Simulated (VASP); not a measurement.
# MgS (P1) in VASP: single point with PBEsol

Aim: the single point of MgS with PBEsol.

Everything below comes from runs of VASP 6.6.1. Logs are shortened: lines on timing, memory, paths and dates and some standing lists are left out, and cuts for length are marked.

**1. The cell of the first run**

The typed cell holds 2 atoms: a = 3.703 Å, b = 3.745 Å, c = 3.645 Å, α = 60.64°, β = 59.80°, γ = 61.22°.

**2. Single point, PBEsol (atoms moved at random and the cell strained at random)**

File INCAR:

```
  PREC = Accurate
  ENCUT = 520
  EDIFF = 1E-6
  ISMEAR = 0
  SIGMA = 0.02
  LREAL = False
  LASPH = True
  NELM = 100
  ALGO = Normal
  ISIF = 2
  LWAVE = False
  LCHARG = False
  GGA = PS
  NBANDS = 11
```

File KPOINTS:

```
regular mesh
0
Gamma
  8 8 8
```

File POSCAR:

```
MgS
1.0
   -0.0232327345      2.6288892755      2.6077118445
    2.6486878320     -0.0617891875      2.6462682975
    2.5678545665      2.5866124630      0.0190440780
Mg S
1 1
Direct
   -0.0808967386      0.0453654412      0.0174677608
    0.5808967386      0.4546345588      0.4825322392
```

Potentials or basis: VASP PAW PBE potentials, release 64 (Mg, S).

Started as:

```console
> cat potpaw_PBE.64/Mg/POTCAR potpaw_PBE.64/S/POTCAR > POTCAR
> mpirun -np 1 vasp_std > vasp.out
```

OUTCAR:

```text
PREC = Accurate
   ENCUT = 520
   EDIFF = 1E-6
   ISMEAR = 0
   LREAL = False
   LASPH = True
   NELM = 100
   ISIF = 2
   GGA = PS

 ion  position               nearest neighbor table
   1  0.919  0.045  0.017-   2 2.31   2 2.32   2 2.49   2 2.83   2 2.98   2 3.01
   2  0.581  0.455  0.483-   1 2.31   1 2.32   1 2.49   1 2.83   1 2.98   1 3.01

  LATTYP: Found a triclinic cell.
 ALAT       =     3.6448324770
 B/A-ratio  =     1.0273749537
 C/A-ratio  =     1.0049527220
 COS(alpha) =     0.0011143287
 COS(beta)  =     0.4864862231
 COS(gamma) =     0.4903123874

  Lattice vectors:

 A1 = (   2.5678545665,   2.5866124630,   0.0190440780)
 A2 = (   2.6486878320,  -0.0617891875,   2.6462682975)
 A3 = (   2.5910873010,  -0.0422768125,  -2.5886677665)

Analysis of symmetry for initial positions (statically):
=====================================================================
 Subroutine PRICEL returns:
 Original cell was already a primitive cell.

 Routine SETGRP: Setting up the symmetry group for a
 triclinic supercell.

 Subroutine GETGRP returns: Found  1 space group operations
 (whereof  1 operations were pure point group operations)
 out of a pool of  2 trial point group operations.

The static configuration has the point symmetry C_1 .

Analysis of symmetry for dynamics (positions and initial velocities):
=====================================================================
 Subroutine PRICEL returns:
 Original cell was already a primitive cell.

 Routine SETGRP: Setting up the symmetry group for a
 triclinic supercell.

 Subroutine GETGRP returns: Found  1 space group operations
 (whereof  1 operations were pure point group operations)
 out of a pool of  2 trial point group operations.

The dynamic configuration has the point symmetry C_1 .

 Subroutine INISYM returns: Found  1 space group operations
 (whereof  1 operations are pure point group operations),
 and found     1 'primitive' translations

----------------------------------------------------------------------------------------

                                     Primitive cell

  volume of cell :      36.1699

  direct lattice vectors                    reciprocal lattice vectors
    -0.023232735  2.628889276  2.607711844    -0.189274794  0.186475311  0.193801967
     2.648687832 -0.061789188  2.646268297     0.185100821 -0.185144837  0.188297520
     2.567854566  2.586612463  0.019044078     0.196790092  0.192660135 -0.192471492

[... 90 lines left out ...]
   ISYM   =      2    0-nonsym 1-usesym 2-fastsym
   POTIM  = 0.5000    time-step for ionic-motion
   TEBEG  =    0.0;   TEEND  =   0.0 temperature during run
   PSTRESS=    0.0 pullay stress
   NELECT =       8.0000    total number of electrons
   NUPDOWN=      -1.0000    fix difference up-down
   EMIN   =  10.00;   EMAX   =-10.00  energy-range for DOS
   EFERMI =   0.00;   METHOD = LEGACY
   ISMEAR =     0;   SIGMA  =   0.02  broadening in eV -4-tet -1-fermi 0-gaus
   EFERMI_NEDOS =   21; number of points for ismear=-14 and -15
   IALGO  =     38    algorithm
   IMIX   =      4    mixing-type and parameters
     AMIX     =   0.40;   BMIX     =  1.00
     AMIX_MAG =   1.60;   BMIX_MAG =  1.00
  volume/ion in A,a.u.               =      18.08       122.04
  Fermi-wavevector in a.u.,A,eV,Ry     =   0.990047  1.870917 13.336335  0.980193
  Thomas-Fermi vector in A             =   2.121689
   LORBIT       =      0    0 simple, 1 ext, 2 COOP (PROOUT), +10 PAW based schemes
   GGA     = PS    functional components
   LHFCALC =     F    Hartree Fock is set to
   AEXX    =    0.0000 exact exchange contribution
   IVDW    =     0    specifies the selected vdW correction
   LEPSILON=     F    determine dielectric tensor
   LRPA    =     F    only Hartree local field effects (RPA)
 non-spin polarized calculation
 Gauss-broadening in eV      SIGMA  =   0.02
  energy-cutoff  :      520.00
  volume of cell :       36.17
 maximum number of plane-waves:       987
   NGX = 13   NGY = 13   NGZ = 13

 number of electron       7.9999999 magnetization

 Free energy of the ion-electron system (eV)
  ---------------------------------------------------
  ext. energy  EPLUGINS =         0.00000000
  ---------------------------------------------------
  free energy    TOTEN  =        -8.71703744 eV

  energy without entropy =       -8.71703744  energy(sigma->0) =       -8.71703744

 E-fermi :   3.6863     XC(G=0):  -9.6673

 val. band max:        3.5114882675   @ k =   0.0000   0.0000   0.0000
 cond. band min:       6.0417053488   @ k =   0.5000   0.5000  -0.0000
 fundamental gap:      2.5302170812
 Fermi energy:         3.6863264495

 k-point     1 :       0.0000    0.0000    0.0000
  band No.  band energies     occupation
      1      -9.1776      2.00000
      2       3.0567      2.00000
      3       3.2442      2.00000
      4       3.5115      2.00000
      5       6.7285      0.00000
      6      10.9308      0.00000
      7      11.4377      0.00000
      8      11.6115      0.00000
      9      14.1015      0.00000
     10      14.2312      0.00000
     11      15.1721      0.00000
[... 309 lines left out ...]
 k-point    24 :       0.2500    0.3750   -0.0000
  band No.  band energies     occupation
      1      -8.1393      2.00000
      2      -0.0611      2.00000
      3       1.9936      2.00000
      4       2.2209      2.00000
      5       7.9040      0.00000
      6       8.7806      0.00000
      7      11.9821      0.00000
      8      13.3991      0.00000
      9      15.0474      0.00000
     10      16.3345      0.00000
     11      18.2751      0.00000

 [... further k-points ...]

------------------------ aborting loop because EDIFF is reached ----------------------------------------

  FORCE on cell =-STRESS in cart. coord.  units (eV):
  Direction    XX          YY          ZZ          XY          YZ          ZX
  --------------------------------------------------------------------------------------
  -------------------------------------------------------------------------------------
  Total        1.7733080      1.6339272     -0.2594968      0.8756055     -0.1062649     -0.0225765
  in kB       78.5502624     72.3762643    -11.4946418     38.7857278     -4.7071006     -1.0000472
  external PRESSURE =      46.4772950 kB  Pullay stress =       0.0000000 kB

 VOLUME and BASIS-vectors are now :
 -----------------------------------------------------------------------------
  energy-cutoff  :      520.00
  volume of cell :       36.17
      direct lattice vectors                 reciprocal lattice vectors
    -0.023232735  2.628889276  2.607711844    -0.189274794  0.186475311  0.193801967
     2.648687832 -0.061789188  2.646268297     0.185100821 -0.185144837  0.188297520
     2.567854566  2.586612463  0.019044078     0.196790092  0.192660135 -0.192471492

 POSITION                                       TOTAL-FORCE (eV/Angst)
 -----------------------------------------------------------------------------------
      0.14366      2.45860      2.51714        -1.044579      0.956033      0.225316
      2.42976      2.74715      2.72709         1.044579     -0.956033     -0.225316
 -----------------------------------------------------------------------------------
    total drift:                                0.000008      0.000049     -0.000091

  FREE ENERGIE OF THE ION-ELECTRON SYSTEM (eV)
  ---------------------------------------------------
  free  energy   TOTEN  =        -8.7170374369 eV

  energy  without entropy=       -8.7170374369  energy(sigma->0) =       -8.71703744
```

It took 1.7 min on 1 thread of Intel Xeon 8259CL, shared host; peak memory 0.24 GiB.

Results:

```
Free energy            : -8.7170 eV
Pressure               : 4.6 GPa
Largest force          : 1.434 eV/Å
Band gap on the k mesh : 2.53 eV (least direct gap 3.22 eV)
```

Forces in eV/Å, atoms in the order of the input:
```
Mg  -1.045  0.956  0.225
S    1.045 -0.956 -0.225
```

Caveat: the cell differs from its parent crystal (atoms moved at random and the cell strained at random); the cell stands under pressure; the PAW data sets were made with another functional, which shifts forces and pressure a little. A k mesh can miss the band edges.
